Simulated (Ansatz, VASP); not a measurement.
One calculation of SrTiO3, two programs

Contents of INCAR:

```
PREC = Accurate
ENCUT = 520
EDIFF = 1E-8
ISMEAR = -1
SIGMA = 0.05
LREAL = False
LASPH = True
NELM = 120
ALGO = Normal
ISIF = 2
LWAVE = False
LCHARG = False
GGA = PE
LEFG = True
NBANDS = 28
GGA_COMPAT = False
```

The input KPOINTS:

```
regular mesh
0
Gamma
  7 7 7
```

Contents of POSCAR:

```
SrTiO3
1.0
    3.7878500000      0.0000000000      0.0000000000
    0.0000000000      3.7878500000      0.0000000000
    0.0000000000      0.0000000000      3.9050000000
Sr Ti O
1 1 3
Direct
    0.0000000000      0.0000000000      0.0000000000
    0.5000000000      0.5000000000      0.5000000000
    0.0000000000      0.5000000000      0.5000000000
    0.5000000000      0.0000000000      0.5000000000
    0.5000000000      0.5000000000      0.0000000000
```

Input for Ansatz:

```yaml
crystal:
  lattice:
    - [3.78785, 0.0, 0.0]
    - [0.0, 3.78785, 0.0]
    - [0.0, 0.0, 3.905]
  atoms:
    - { symbol: Sr, position: [0.0, 0.0, 0.0] }
    - { symbol: Ti, position: [0.5, 0.5, 0.5] }
    - { symbol: O, position: [0.0, 0.5, 0.5] }
    - { symbol: O, position: [0.5, 0.0, 0.5] }
    - { symbol: O, position: [0.5, 0.5, 0.0] }
kpoints:
  mp_grid: { grid: [7, 7, 7] }
scf:
  occupations: { method: fermi_dirac, width: 0.05 }
hamiltonian:
  xc: pbe
  pseudopotentials: { kind: all_electron, datasets: crystal }
output:
  forces: true
  stress: true
  eigenvalues: true
  efg: { contact_densities: true }
```

Change from the starting cell: equal xx and yy strain of -3 %, crystal datasets.

Alike in both runs: task electric field gradients; functional PBE; k mesh 7 × 7 × 7; occupations fermi-dirac, width 0.05 eV; no spin polarisation.

```csv
,VASP,Ansatz
version,VASP 6.6.1,Ansatz 0.2.0
potentials or method,"VASP PAW PBE potentials, release 64 (Sr_sv, Ti_sv, O), cutoff 520 eV","all-electron PAW with datasets made for the crystal, scalar-relativistic"
```

Ansatz gave:

* gap on the k mesh at the Fermi level (eV): 2.03
* pressure (GPa): 17.7
* traceless stress, the component that is largest in VASP (GPa): -6.11
* size of Vzz on the site where it differs most (V/Å²): 14.8

Question: Estimate VASP's values.

Answer: gap on the k mesh at the Fermi level (eV): 2.01; pressure (GPa): 18.5; traceless stress, the component that is largest in VASP (GPa): -6.22; size of Vzz on the site where it differs most (V/Å²): 14.4.

Ansatz ran all-electron here, and VASP with PAW potentials.
